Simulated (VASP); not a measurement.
Here is a VASP 6.6.1 calculation.

The input INCAR:

```
SYSTEM = BP
ALGO = Normal
EDIFF = 1E-8
ENCUT = 500
GGA = PS
GGA_COMPAT = .False.
IBRION = 8
ISIF = 2
ISMEAR = 0
LASPH = .True.
LCHARG = .True.
LREAL = .False.
LWAVE = .False.
NBANDS = 11
NELM = 120
NSW = 1
PREC = Accurate
SIGMA = 0.01
```

File KPOINTS:

```
k-points
0
Gamma
  4 4 4
  0 0 0
```

POSCAR

```
BP
1.0
    0.0000000000      2.2651130381      2.2651130381
    2.2651130381      0.0000000000      2.2651130381
    2.2651130381      2.2651130381      0.0000000000
B P
1 1
Direct
    0.0000000000      0.0000000000      0.0000000000
    0.2500000000      0.2500000000      0.2500000000
```

Potentials or basis: VASP PAW PBE potentials, release 64 (B, P).

The run is started by

```sh
$ cat potpaw_PBE.64/B/POTCAR potpaw_PBE.64/P/POTCAR > POTCAR
$ mpirun -np 1 vasp_std > vasp.out
```

Q: Estimate the highest phonon frequency at Γ, LO-TO splitting left out.

A: 821 cm⁻¹.

Phonon frequencies in cm⁻¹ (negative: imaginary):
```tsv
q point	frequencies
(0.000, 0.000, 0.000)	0 0 0 821 821 821
```

Caveat: the k points lie up to 0.60 Å⁻¹ apart.
